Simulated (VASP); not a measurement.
# HfC (Fm-3m) in VASP: a series of runs, part 2 of 2

VASP 6.6.1. Earlier steps stand in the parts before.

### Step 3. Relaxation of cell and atoms, PBEsol

This run uses another cell than the first one, of 12.57 Å³/atom, 0.970 times its volume.

Input file INCAR:

```
SYSTEM = HfC
PREC     = Accurate       ! precision mode
ENCUT    = 600            ! plane-wave cutoff, eV
EDIFF    = 1E-7           ! SCF threshold, eV
ISMEAR   = 0              ! smearing method
SIGMA    = 0.1            ! smearing width, eV
LREAL    = .False.        ! projectors in reciprocal space
LASPH    = .True.         ! aspherical terms in the spheres
NELM     = 60             ! most SCF steps
ALGO     = Normal         ! electronic algorithm
ISIF     = 3              ! what is computed and relaxed
LWAVE    = .False.        ! write WAVECAR
LCHARG   = .False.        ! write CHGCAR
GGA      = PS             ! functional
IBRION   = 2              ! ionic algorithm
NSW      = 100            ! ionic steps
EDIFFG   = -0.005         ! ionic threshold
```

Input file KPOINTS:

```
Automatic mesh
0
Gamma
  16 16 16
  0 0 0
```

Input file POSCAR:

```
HfC
1.0
    0.0000000000      2.3250000000      2.3250000000
    2.3250000000      0.0000000000      2.3250000000
    2.3250000000      2.3250000000      0.0000000000
Hf C
1 1
Direct
    0.5000000000      0.5000000000      0.5000000000
    0.0000000000      0.0000000000      0.0000000000
```

Potentials or basis: VASP PAW PBE potentials, release 64 (Hf_pv, C).

Command:

```console
$ cat potpaw_PBE.64/Hf_pv/POTCAR potpaw_PBE.64/C/POTCAR > POTCAR
$ mpirun -np 1 vasp_std > vasp.out
```

OUTCAR:

```text
SYSTEM = HfC
   PREC = Accurate
   ENCUT = 600
   EDIFF = 1E-7
   ISMEAR = 0
   LREAL = .False.
   LASPH = .True.
   NELM = 60
   ISIF = 3
   GGA = PS
   IBRION = 2
   NSW = 100
   EDIFFG = -0.005

 ion  position               nearest neighbor table
   1  0.500  0.500  0.500-   2 2.33   2 2.33   2 2.33   2 2.33   2 2.33   2 2.33
   2  0.000  0.000  0.000-   1 2.33   1 2.33   1 2.33   1 2.33   1 2.33   1 2.33

  LATTYP: Found a face centered cubic cell.
 ALAT       =     4.6500000000

  Lattice vectors:

 A1 = (   0.0000000000,   2.3250000000,   2.3250000000)
 A2 = (   2.3250000000,   0.0000000000,   2.3250000000)
 A3 = (   2.3250000000,   2.3250000000,   0.0000000000)

Analysis of symmetry for initial positions (statically):
=====================================================================
 Subroutine PRICEL returns:
 Original cell was already a primitive cell.

 Routine SETGRP: Setting up the symmetry group for a
 face centered cubic supercell.

 Subroutine GETGRP returns: Found 48 space group operations
 (whereof 48 operations were pure point group operations)
 out of a pool of 48 trial point group operations.

The static configuration has the point symmetry O_h .

Analysis of symmetry for dynamics (positions and initial velocities):
=====================================================================
 Subroutine PRICEL returns:
 Original cell was already a primitive cell.

 Routine SETGRP: Setting up the symmetry group for a
 face centered cubic supercell.

 Subroutine GETGRP returns: Found 48 space group operations
 (whereof 48 operations were pure point group operations)
 out of a pool of 48 trial point group operations.

The dynamic configuration has the point symmetry O_h .

 Subroutine INISYM returns: Found 48 space group operations
 (whereof 48 operations are pure point group operations),
 and found     1 'primitive' translations

----------------------------------------------------------------------------------------

                                     Primitive cell

  volume of cell :      25.1362

  direct lattice vectors                    reciprocal lattice vectors
     0.000000000  2.325000000  2.325000000    -0.215053763  0.215053763  0.215053763
     2.325000000  0.000000000  2.325000000     0.215053763 -0.215053763  0.215053763
     2.325000000  2.325000000  0.000000000     0.215053763  0.215053763 -0.215053763

  length of vectors
     3.288046533  3.288046533  3.288046533     0.372484045  0.372484045  0.372484045

  position of ions in fractional coordinates (direct lattice)
     0.500000000  0.500000000  0.500000000
     0.000000000  0.000000000  0.000000000

  ion indices of the primitive-cell ions
   primitive index   ion index
                 1           1
                 2           2

----------------------------------------------------------------------------------------

 KPOINTS: Automatic mesh

Automatic generation of k-mesh.
 Grid dimensions read from file:
 generate k-points for:   16   16   16

 Generating k-lattice:

  Cartesian coordinates                     Fractional coordinates (reciprocal lattice)
    -0.013440860  0.013440860  0.013440860     0.062500000  0.000000000  0.000000000
[... 51 lines left out ...]
   ISTART =      0    job   : 0-new  1-cont  2-samecut
   ICHARG =      2    charge: 1-file 2-atom 10-const
   ISPIN  =      1    spin polarized calculation?
   LNONCOLLINEAR =      F non collinear calculations
   LSORBIT =      F    spin-orbit coupling
   LASPH  =      T    aspherical Exc in radial PAW
   ENCUT  =  600.0 eV  44.10 Ry    6.64 a.u.   6.57  6.57  6.57*2*pi/ulx,y,z
   NELM   =     60;   NELMIN=  2; NELMDL= -5     # of ELM steps
   EDIFF  = 0.1E-06   stopping-criterion for ELM
   LREAL  =      F    real-space projection
   EDIFFG = -.5E-02   stopping-criterion for IOM
   NSW    =    100    number of steps for IOM
   IBRION =      2    ionic relax: 0-MD 1-quasi-New 2-CG
   NFREE  =      1    steps in history (QN), initial steepest desc. (CG)
   ISIF   =      3    stress and relaxation
   ISYM   =      2    0-nonsym 1-usesym 2-fastsym
   POTIM  = 0.5000    time-step for ionic-motion
   TEBEG  =    0.0;   TEEND  =   0.0 temperature during run
   PSTRESS=    0.0 pullay stress
   NELECT =      14.0000    total number of electrons
   NUPDOWN=      -1.0000    fix difference up-down
   EMIN   =  10.00;   EMAX   =-10.00  energy-range for DOS
   EFERMI =   0.00;   METHOD = LEGACY
   ISMEAR =     0;   SIGMA  =   0.10  broadening in eV -4-tet -1-fermi 0-gaus
   EFERMI_NEDOS =   21; number of points for ismear=-14 and -15
   IALGO  =     38    algorithm
   IMIX   =      4    mixing-type and parameters
     AMIX     =   0.40;   BMIX     =  1.00
     AMIX_MAG =   1.60;   BMIX_MAG =  1.00
  volume/ion in A,a.u.               =      12.57        84.81
  Fermi-wavevector in a.u.,A,eV,Ry     =   1.346949  2.545365 24.684672  1.814272
  Thomas-Fermi vector in A             =   2.474740
   LORBIT       =      0    0 simple, 1 ext, 2 COOP (PROOUT), +10 PAW based schemes
   GGA     = PS    functional components
   LHFCALC =     F    Hartree Fock is set to
   AEXX    =    0.0000 exact exchange contribution
   IVDW    =     0    specifies the selected vdW correction
   LEPSILON=     F    determine dielectric tensor
   LRPA    =     F    only Hartree local field effects (RPA)
 conjugate gradient relaxation of ions
 non-spin polarized calculation
 Gauss-broadening in eV      SIGMA  =   0.10
  energy-cutoff  :      600.00
  volume of cell :       25.14
 maximum number of plane-waves:       872
   NGX = 13   NGY = 13   NGZ = 13

--------------------------------------- Ionic step        1  -------------------------------------------

 number of electron      14.0000000 magnetization

 Free energy of the ion-electron system (eV)
  ---------------------------------------------------
  ext. energy  EPLUGINS =         0.00000000
  ---------------------------------------------------
  free energy    TOTEN  =       -22.18080899 eV

  energy without entropy =      -22.17858702  energy(sigma->0) =      -22.17969800

------------------------ aborting loop because EDIFF is reached ----------------------------------------

  FORCE on cell =-STRESS in cart. coord.  units (eV):
  Direction    XX          YY          ZZ          XY          YZ          ZX
  --------------------------------------------------------------------------------------
  -------------------------------------------------------------------------------------
  Total       -1.1063136     -1.1063136     -1.1063136      0.0000000     -0.0000000     -0.0000000
  in kB      -70.5163758    -70.5163758    -70.5163758      0.0000000     -0.0000000     -0.0000000
  external PRESSURE =     -70.5163758 kB  Pullay stress =       0.0000000 kB
[... 95 lines left out ...]
--------------------------------------- Ionic step        4  -------------------------------------------

 number of electron      13.9999999 magnetization

 Free energy of the ion-electron system (eV)
  ---------------------------------------------------
  ext. energy  EPLUGINS =         0.00000000
  ---------------------------------------------------
  free energy    TOTEN  =       -22.19727380 eV

  energy without entropy =      -22.19500344  energy(sigma->0) =      -22.19613862

 E-fermi :   6.0111     XC(G=0): -12.5666

 val. band max:        6.0052678796   @ k =   0.1250   0.1250   0.0000
 cond. band min:       6.0111422421   @ k =   0.4375   0.3750   0.0000
 fundamental gap:      0.0058743625
 Fermi energy:         6.0111182531

 k-point     1 :       0.0000    0.0000    0.0000
  band No.  band energies     occupation
      1     -23.3228      2.00000
      2     -23.3228      2.00000
      3     -23.3228      2.00000
      4      -6.4044      2.00000
      5       7.0778      0.00000
      6       7.0778      0.00000
      7       7.0778      0.00000
      8       7.3865      0.00000
      9       7.3865      0.00000
     10       7.3865      0.00000
     11       9.4897      0.00000
[... 309 lines left out ...]
 k-point    24 :      -0.0625    0.0625    0.0000
  band No.  band energies     occupation
      1     -23.3975      2.00000
      2     -23.3431      2.00000
      3     -23.3248      2.00000
      4      -6.1305      2.00000
      5       5.6383      2.00000
      6       5.9417      1.67398
      7       6.0414      0.66872
      8       7.5535      0.00000
      9       8.2525      0.00000
     10       8.2631      0.00000
     11      10.1145      0.00000

 [... further k-points ...]

------------------------ aborting loop because EDIFF is reached ----------------------------------------

  FORCE on cell =-STRESS in cart. coord.  units (eV):
  Direction    XX          YY          ZZ          XY          YZ          ZX
  --------------------------------------------------------------------------------------
  -------------------------------------------------------------------------------------
  Total        0.0067025      0.0067025      0.0067025      0.0000000      0.0000000      0.0000000
  in kB        0.4400440      0.4400440      0.4400440      0.0000000      0.0000000      0.0000000
  external PRESSURE =       0.4400440 kB  Pullay stress =       0.0000000 kB
[... 17 lines left out ...]
  FREE ENERGIE OF THE ION-ELECTRON SYSTEM (eV)
  ---------------------------------------------------
  free  energy   TOTEN  =       -22.1972738032 eV

  energy  without entropy=      -22.1950034369  energy(sigma->0) =      -22.19613862

 reached required accuracy - stopping structural energy minimisation
```

Wall time 85 s (1 thread of AMD EPYC 9R45 (Zen 5), shared host); peak memory 0.18 GiB.

What came out:

```yaml
Free_energy: -22.1973 eV
Relaxed_volume: 12.20 Å³/atom
Relaxed_cell: a = 3.256 Å, b = 3.256 Å, c = 3.256 Å, α = 60.00°, β = 60.00°, γ = 60.00°
Space_group_after_relaxing_to_0.05_Å: Fm-3m (No. 225)
Energy_gained_by_relaxing: 8.2 meV/atom
Ionic_steps: 4
Pressure_after_relaxing: 0.0 GPa
Band_gap_on_the_k_mesh: zero (band 7 reaches 7.08 eV, above the bottom of band 8 at 5.61 eV)
```

Step by step:
```tsv
step	energy change (eV)	largest force (eV/Å)	pressure (GPa)	volume (Å³)
1	0.0000	0.0000	-7.05	25.14
2	0.0371	0.0000	14.57	23.18
3	-0.0165	0.0000	-0.11	24.42
4	-0.0165	0.0000	0.04	24.40
```

Final structure:
```
Hf C
1.0
     0.00000    2.30219    2.30219
     2.30219    0.00000    2.30219
     2.30219    2.30219    0.00000
Hf C
1 1
Direct
  0.50000 0.50000 0.50000
  0.00000 0.00000 0.00000
```

Caveat: the PAW data sets were made with another functional, which shifts forces and pressure a little; spin-orbit coupling is left out, which moves the levels of the heavy elements.

### Step 4. Single point, PBEsol

This run uses another cell than the first one, of 12.57 Å³/atom, 0.970 times its volume.

Input file INCAR:

```
SYSTEM = HfC
PREC     = Accurate       ! precision mode
ENCUT    = 600            ! plane-wave cutoff, eV
EDIFF    = 1E-6           ! SCF threshold, eV
ISMEAR   = 0              ! smearing method
SIGMA    = 0.1            ! smearing width, eV
LREAL    = .FALSE.        ! projectors in reciprocal space
LASPH    = .TRUE.         ! aspherical terms in the spheres
NELM     = 120            ! most SCF steps
ALGO     = Normal         ! electronic algorithm
ISIF     = 2              ! what is computed and relaxed
LWAVE    = .FALSE.        ! write WAVECAR
LCHARG   = .FALSE.        ! write CHGCAR
GGA      = PS             ! functional
NBANDS   = 14             ! bands
GGA_COMPAT= .FALSE.
```

Input file KPOINTS:

```
Automatic mesh
0
G
  6 6 6
  0 0 0
```

POSCAR is that of step 3.

Command:

```console
$ cat potpaw_PBE.64/Hf_pv/POTCAR potpaw_PBE.64/C/POTCAR > POTCAR
$ mpirun -np 1 vasp_std > vasp.out
```

Wall time 4.7 s (1 thread of Intel Xeon Platinum 8559C (Emerald Rapids), shared host); peak memory 0.15 GiB.

The run converged. Its results:

| Property | Result |
| --- | --- |
| Free energy | -22.1675 eV |
| Pressure | -7.0 GPa |
| Band gap on the k mesh | zero (band 7 reaches 6.85 eV, above the bottom of band 8 at 5.47 eV) |

Levels at points of the mesh, in eV from the Fermi level:
| k point | band 5 | band 6 | band 7 | band 8 | band 9 | band 10 |
| --- | --- | --- | --- | --- | --- | --- |
| (0.00, 0.00, 0.00) | 1.17 | 1.17 | 1.17 | 1.48 | 1.48 | 1.48 |
| (0.50, 0.00, 0.00) | -6.04 | -2.85 | -2.85 | 5.42 | 5.42 | 5.90 |
| (0.50, 0.50, 0.00) | -2.45 | -1.70 | 0.06 | 0.06 | 5.43 | 6.85 |

Caveat: the k points lie up to 0.39 Å⁻¹ apart; the PAW data sets were made with another functional, which shifts forces and pressure a little; spin-orbit coupling is left out, which moves the levels of the heavy elements.

### Step 5. Summary

```csv
task,cell,k mesh,cutoff (eV),gap on the mesh (eV),pressure (GPa)
single point,"a = 3.322 Å, angles 60.0°, 2 atoms",16 × 16 × 16,520,none,-13.5
relaxation of cell and atoms,"relaxed from a = 3.288 Å, angles 60.0°, 2 atoms",16 × 16 × 16,600,none,0.0
single point,"a = 3.288 Å, angles 60.0°, 2 atoms",6 × 6 × 6,600,none,-7.0
```

Alike in all rows: level PBEsol; potentials or basis VASP PAW PBE potentials, release 64 (Hf_pv, C); no spin polarisation; smearing gaussian 0.1 eV.

Caveats: some runs use coarse meshes; the PAW data sets were made with another functional, which shifts forces and pressure a little; spin-orbit coupling is left out, which moves the levels of the heavy elements.

Total energies depend on the potentials used, so only differences within one code and one set of settings carry meaning.
